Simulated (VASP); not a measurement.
# KMgF3 (P4/mmm) in VASP: a series of runs

KMgF3 is run at these levels: PBEsol; tasks: single point.

Program: VASP 6.6.1. These are calculated values, not measurements. Logs are shortened: lines on timing, memory, paths and dates and some standing lists are left out, and cuts for length are marked.

## (1) The cell of the first run

Symmetry: P4/mmm, No. 123, tetragonal system. Conventional cell: a = 4.145 Å, b = 4.145 Å, c = 4.305 Å, α = 90.00°, β = 90.00°, γ = 90.00°. Within 3.9 Å of K (site symmetry 4/mmm) lie 12 F at 2.93 to 2.99 Å and 8 Mg at 3.64 Å. Mg (site symmetry 4/mmm) has 6 F at 2.07 to 2.15 Å within 2.7 Å. F (site symmetry mmm) has 2 Mg at 2.07 Å within 2.7 Å. F (site symmetry 4/mmm) has 2 Mg at 2.15 Å within 2.8 Å.

## (2) Single point, PBEsol (strain +0.040 along x and y, +0.080 along z)

Input file INCAR:

```
SYSTEM = KMgF3
PREC = Accurate
ENCUT = 520
EDIFF = 1E-7
ISMEAR = 0
SIGMA = 0.05
LREAL = .FALSE.
LASPH = .TRUE.
NELM = 100
ALGO = Normal
ISIF = 2
LWAVE = .FALSE.
LCHARG = .FALSE.
GGA = PS
NBANDS = 24
```

Input file KPOINTS:

```
Automatic mesh
0
G
  6 6 6
  0 0 0
```

Input file POSCAR:

```
KMgF3
1.0
    4.1453360000      0.0000000000      0.0000000000
    0.0000000000      4.1453360000      0.0000000000
    0.0000000000      0.0000000000      4.3047720000
K Mg F
1 1 3
Direct
    0.5000000000      0.5000000000      0.5000000000
    0.0000000000      0.0000000000      0.0000000000
    0.5000000000      0.0000000000      0.0000000000
    0.0000000000      0.5000000000      0.0000000000
    0.0000000000      0.0000000000      0.5000000000
```

Potentials or basis: VASP PAW PBE potentials, release 64 (K_sv, Mg, F).

On the command line:

```sh
$ cat potpaw_PBE.64/K_sv/POTCAR potpaw_PBE.64/Mg/POTCAR potpaw_PBE.64/F/POTCAR > POTCAR
$ mpirun -np 1 vasp_std > vasp.out
```

OUTCAR:

```text
SYSTEM = KMgF3
   PREC = Accurate
   ENCUT = 520
   EDIFF = 1E-7
   ISMEAR = 0
   LREAL = .FALSE.
   LASPH = .TRUE.
   NELM = 100
   ISIF = 2
   GGA = PS

 ion  position               nearest neighbor table
   1  0.500  0.500  0.500-   2 3.64   2 3.64   2 3.64   2 3.64   2 3.64   2 3.64   2 3.64   2 3.64

   2  0.000  0.000  0.000-   3 2.07   4 2.07   4 2.07   3 2.07   5 2.15   5 2.15   1 3.64   1 3.64
                             1 3.64   1 3.64   1 3.64   1 3.64   1 3.64   1 3.64
   3  0.500  0.000  0.000-   2 2.07   2 2.07
   4  0.000  0.500  0.000-   2 2.07   2 2.07
   5  0.000  0.000  0.500-   2 2.15   2 2.15

  LATTYP: Found a simple tetragonal cell.
 ALAT       =     4.1453360000
 C/A-ratio  =     1.0384615385

  Lattice vectors:

 A1 = (   4.1453360000,   0.0000000000,   0.0000000000)
 A2 = (   0.0000000000,   4.1453360000,   0.0000000000)
 A3 = (   0.0000000000,   0.0000000000,   4.3047720000)

Analysis of symmetry for initial positions (statically):
=====================================================================
 Subroutine PRICEL returns:
 Original cell was already a primitive cell.

 Routine SETGRP: Setting up the symmetry group for a
 simple tetragonal supercell.

 Subroutine GETGRP returns: Found 16 space group operations
 (whereof 16 operations were pure point group operations)
 out of a pool of 16 trial point group operations.

The static configuration has the point symmetry D_4h.

Analysis of symmetry for dynamics (positions and initial velocities):
=====================================================================
 Subroutine PRICEL returns:
 Original cell was already a primitive cell.

 Routine SETGRP: Setting up the symmetry group for a
 simple tetragonal supercell.

 Subroutine GETGRP returns: Found 16 space group operations
 (whereof 16 operations were pure point group operations)
 out of a pool of 16 trial point group operations.

The dynamic configuration has the point symmetry D_4h.

 Subroutine INISYM returns: Found 16 space group operations
 (whereof 16 operations are pure point group operations),
 and found     1 'primitive' translations

----------------------------------------------------------------------------------------

                                     Primitive cell

  volume of cell :      73.9724

[... 93 lines left out ...]
   NELM   =    100;   NELMIN=  2; NELMDL= -5     # of ELM steps
   EDIFF  = 0.1E-06   stopping-criterion for ELM
   LREAL  =      F    real-space projection
   EDIFFG = 0.1E-05   stopping-criterion for IOM
   NSW    =      0    number of steps for IOM
   IBRION =     -1    ionic relax: 0-MD 1-quasi-New 2-CG
   NFREE  =      0    steps in history (QN), initial steepest desc. (CG)
   ISIF   =      2    stress and relaxation
   ISYM   =      2    0-nonsym 1-usesym 2-fastsym
   POTIM  = 0.5000    time-step for ionic-motion
   TEBEG  =    0.0;   TEEND  =   0.0 temperature during run
   PSTRESS=    0.0 pullay stress
   NELECT =      32.0000    total number of electrons
   NUPDOWN=      -1.0000    fix difference up-down
   EMIN   =  10.00;   EMAX   =-10.00  energy-range for DOS
   EFERMI =   0.00;   METHOD = LEGACY
   ISMEAR =     0;   SIGMA  =   0.05  broadening in eV -4-tet -1-fermi 0-gaus
   EFERMI_NEDOS =   21; number of points for ismear=-14 and -15
   IALGO  =     38    algorithm
   IMIX   =      4    mixing-type and parameters
     AMIX     =   0.40;   BMIX     =  1.00
     AMIX_MAG =   1.60;   BMIX_MAG =  1.00
  volume/ion in A,a.u.               =      14.79        99.84
  Fermi-wavevector in a.u.,A,eV,Ry     =   1.238136  2.339737 20.857463  1.532980
  Thomas-Fermi vector in A             =   2.372674
   LORBIT       =      0    0 simple, 1 ext, 2 COOP (PROOUT), +10 PAW based schemes
   GGA     = PS    functional components
   LHFCALC =     F    Hartree Fock is set to
   AEXX    =    0.0000 exact exchange contribution
   IVDW    =     0    specifies the selected vdW correction
   LEPSILON=     F    determine dielectric tensor
   LRPA    =     F    only Hartree local field effects (RPA)
 non-spin polarized calculation
 Gauss-broadening in eV      SIGMA  =   0.05
  energy-cutoff  :      520.00
  volume of cell :       73.97
 maximum number of plane-waves:      2012
 NGX is ok and might be reduce to    32
   NGX = 15   NGY = 15   NGZ = 17

 number of electron      31.9999999 magnetization

 Free energy of the ion-electron system (eV)
  ---------------------------------------------------
  ext. energy  EPLUGINS =         0.00000000
  ---------------------------------------------------
  free energy    TOTEN  =       -24.95848077 eV

  energy without entropy =      -24.95848077  energy(sigma->0) =      -24.95848077

 E-fermi :  -2.1754     XC(G=0):  -9.1607

 val. band max:       -2.3965569545   @ k =   0.5000   0.5000   0.5000
 cond. band min:       3.6752897924   @ k =   0.0000   0.0000   0.0000
 fundamental gap:      6.0718467470
 Fermi energy:        -2.1753584646

 k-point     1 :       0.0000    0.0000    0.0000
  band No.  band energies     occupation
      1     -28.2282      2.00000
      2     -22.0612      2.00000
      3     -21.6127      2.00000
      4     -21.4802      2.00000
      5     -11.7837      2.00000
      6     -11.7601      2.00000
[... 637 lines left out ...]
     23      10.9417      0.00000
     24      11.1689      0.00000

 [... further k-points ...]

------------------------ aborting loop because EDIFF is reached ----------------------------------------

  FORCE on cell =-STRESS in cart. coord.  units (eV):
  Direction    XX          YY          ZZ          XY          YZ          ZX
  --------------------------------------------------------------------------------------
  -------------------------------------------------------------------------------------
  Total       -3.4936866     -3.4936866     -4.2157958      0.0000000     -0.0000000      0.0000000
  in kB      -75.6702030    -75.6702030    -91.3104572      0.0000000     -0.0000000      0.0000000
  external PRESSURE =     -80.8836210 kB  Pullay stress =       0.0000000 kB

 VOLUME and BASIS-vectors are now :
 -----------------------------------------------------------------------------
  energy-cutoff  :      520.00
  volume of cell :       73.97
      direct lattice vectors                 reciprocal lattice vectors
     4.145336000  0.000000000  0.000000000     0.241234969  0.000000000  0.000000000
     0.000000000  4.145336000  0.000000000     0.000000000  0.241234969  0.000000000
     0.000000000  0.000000000  4.304772000     0.000000000  0.000000000  0.232300340

 POSITION                                       TOTAL-FORCE (eV/Angst)
 -----------------------------------------------------------------------------------
      2.07267      2.07267      2.15239         0.000000      0.000000      0.000000
      0.00000      0.00000      0.00000         0.000000      0.000000      0.000000
      2.07267      0.00000      0.00000         0.000000      0.000000      0.000000
      0.00000      2.07267      0.00000         0.000000      0.000000      0.000000
      0.00000      0.00000      2.15239         0.000000      0.000000      0.000000
 -----------------------------------------------------------------------------------
    total drift:                                0.000000      0.000000     -0.000000

  FREE ENERGIE OF THE ION-ELECTRON SYSTEM (eV)
  ---------------------------------------------------
  free  energy   TOTEN  =       -24.9584807746 eV

  energy  without entropy=      -24.9584807746  energy(sigma->0) =      -24.95848077
```

OSZICAR:

```text
N       E                     dE             d eps       ncg     rms          rms(c)
DAV:   1     0.216126370576E+03    0.21613E+03   -0.17072E+04  1992   0.126E+03
DAV:   2    -0.148592297065E+02   -0.23099E+03   -0.22307E+03  2496   0.332E+02
DAV:   3    -0.264438958911E+02   -0.11585E+02   -0.11523E+02  2800   0.686E+01
DAV:   4    -0.269178153819E+02   -0.47392E+00   -0.47382E+00  2552   0.842E+00
DAV:   5    -0.269209927791E+02   -0.31774E-02   -0.31774E-02  2640   0.715E-01    0.807E+00
DAV:   6    -0.250077221169E+02    0.19133E+01   -0.64293E+00  2296   0.166E+01    0.362E+00
DAV:   7    -0.249725098948E+02    0.35212E-01   -0.17999E-01  2400   0.254E+00    0.212E+00
DAV:   8    -0.249581191675E+02    0.14391E-01   -0.74043E-02  2392   0.252E+00    0.285E-01
DAV:   9    -0.249582265811E+02   -0.10741E-03   -0.11211E-02  2568   0.708E-01    0.140E-01
DAV:  10    -0.249584915899E+02   -0.26501E-03   -0.77502E-04  2544   0.172E-01    0.107E-01
DAV:  11    -0.249584768159E+02    0.14774E-04   -0.98218E-05  2512   0.709E-02    0.457E-02
DAV:  12    -0.249584804001E+02   -0.35843E-05   -0.35717E-05  2288   0.430E-02    0.321E-03
DAV:  13    -0.249584808612E+02   -0.46101E-06   -0.23399E-06  2728   0.919E-03    0.162E-03
DAV:  14    -0.249584807746E+02    0.86525E-07   -0.23506E-07  2192   0.309E-03
   1 F= -.24958481E+02 E0= -.24958481E+02  d E =-.157323E-11
```

Wall time 40 s (1 thread of AMD EPYC 7R13 (Zen 3), shared host); peak memory 0.18 GiB.

Results:

```
Free energy            : -24.9585 eV
Pressure               : -8.1 GPa
Band gap on the k mesh : 6.07 eV (least direct gap 6.38 eV)
```

Levels at points of the mesh, in eV from the valence-band top:
| k point | band 12 | band 13 | band 14 | band 15 | band 16 | band 17 | band 18 | band 19 | band 20 | band 21 |
| --- | --- | --- | --- | --- | --- | --- | --- | --- | --- | --- |
| (0.00, 0.00, 0.00) | -0.48 | -0.48 | -0.32 | -0.31 | -0.31 | 6.07 | 9.67 | 9.79 | 11.66 | 11.66 |
| (0.50, 0.00, 0.00) | -0.80 | -0.76 | -0.66 | -0.46 | -0.42 | 8.85 | 9.07 | 10.69 | 11.82 | 12.15 |
| (0.50, 0.50, 0.00) | -0.90 | -0.90 | -0.66 | -0.66 | -0.01 | 9.86 | 10.89 | 11.18 | 11.18 | 11.94 |
| (0.00, 0.00, 0.50) | -0.71 | -0.59 | -0.59 | -0.47 | -0.47 | 8.76 | 8.91 | 10.46 | 12.03 | 12.03 |
| (0.50, 0.00, 0.50) | -0.85 | -0.84 | -0.84 | -0.72 | -0.03 | 9.81 | 10.72 | 10.97 | 11.10 | 12.16 |
| (0.50, 0.50, 0.50) | -1.07 | -0.94 | -0.01 | -0.01 | 0.00 | 9.67 | 9.71 | 9.71 | 12.49 | 12.98 |

Caveat: the cell differs from its parent crystal (strain +0.040 along x and y, +0.080 along z); the cell stands under tension; the PAW data sets were made with another functional, which shifts forces and pressure a little. A k mesh can miss the band edges.

## (3) Single point, PBEsol (strain +0.080 along x and y, +0.040 along z)

Input file INCAR:

```
SYSTEM = KMgF3
PREC = Accurate ; ENCUT = 520
EDIFF = 1E-6 ; ISMEAR = 0
SIGMA = 0.05 ; LREAL = .FALSE.
LASPH = .TRUE. ; NELM = 80
ALGO = Normal ; ISIF = 2
LWAVE = .FALSE. ; LCHARG = .FALSE.
GGA = PS ; NBANDS = 24
```

Input file KPOINTS:

```
regular mesh
0
G
  6 6 6
  0 0 0
```

Edit POSCAR of step 2 so:

```diff
@@ -2,5 +2,5 @@
 1.0
-    4.1453360000      0.0000000000      0.0000000000
-    0.0000000000      4.1453360000      0.0000000000
-    0.0000000000      0.0000000000      4.3047720000
+    4.3047720000      0.0000000000      0.0000000000
+    0.0000000000      4.3047720000      0.0000000000
+    0.0000000000      0.0000000000      4.1453360000
 K Mg F
```

Potentials or basis: VASP PAW PBE potentials, release 64 (K_sv, Mg, F).

On the command line:

```sh
$ cat potpaw_PBE.64/K_sv/POTCAR potpaw_PBE.64/Mg/POTCAR potpaw_PBE.64/F/POTCAR > POTCAR
$ mpirun -np 1 vasp_std > vasp.out
```

It took 38 s on 1 thread of AMD EPYC 7R13 (Zen 3), shared host; peak memory 0.19 GiB.

Results (log left out):

- Free energy: -24.8081 eV
- Pressure: -9.2 GPa
- Band gap on the k mesh: 5.85 eV (least direct gap 6.15 eV)

Stress tensor (GPa, compression positive):
```
-9.75  0.00  0.00
 0.00 -9.75  0.00
 0.00  0.00 -8.25
```

Levels at points of the mesh, in eV from the valence-band top:
```csv
k point,band 12,band 13,band 14,band 15,band 16,band 17,band 18,band 19,band 20,band 21
"(0.00, 0.00, 0.00)",-0.50,-0.41,-0.30,-0.30,-0.30,5.85,9.61,9.74,11.48,11.72
"(0.50, 0.00, 0.00)",-0.64,-0.63,-0.59,-0.46,-0.41,8.47,8.75,10.45,11.69,12.01
"(0.50, 0.50, 0.00)",-0.87,-0.87,-0.68,-0.68,-0.02,9.56,10.47,10.70,10.70,12.10
"(0.00, 0.00, 0.50)",-0.81,-0.81,-0.60,-0.41,-0.41,8.55,8.92,10.66,11.79,11.79
"(0.50, 0.00, 0.50)",-0.89,-0.74,-0.68,-0.68,-0.02,9.60,10.64,10.77,10.90,11.86
"(0.50, 0.50, 0.50)",-1.04,-0.91,0.00,0.00,0.00,9.53,9.53,9.59,12.24,12.52
```

Caveat: the cell differs from its parent crystal (strain +0.080 along x and y, +0.040 along z); the cell stands under tension; the PAW data sets were made with another functional, which shifts forces and pressure a little. A k mesh can miss the band edges.
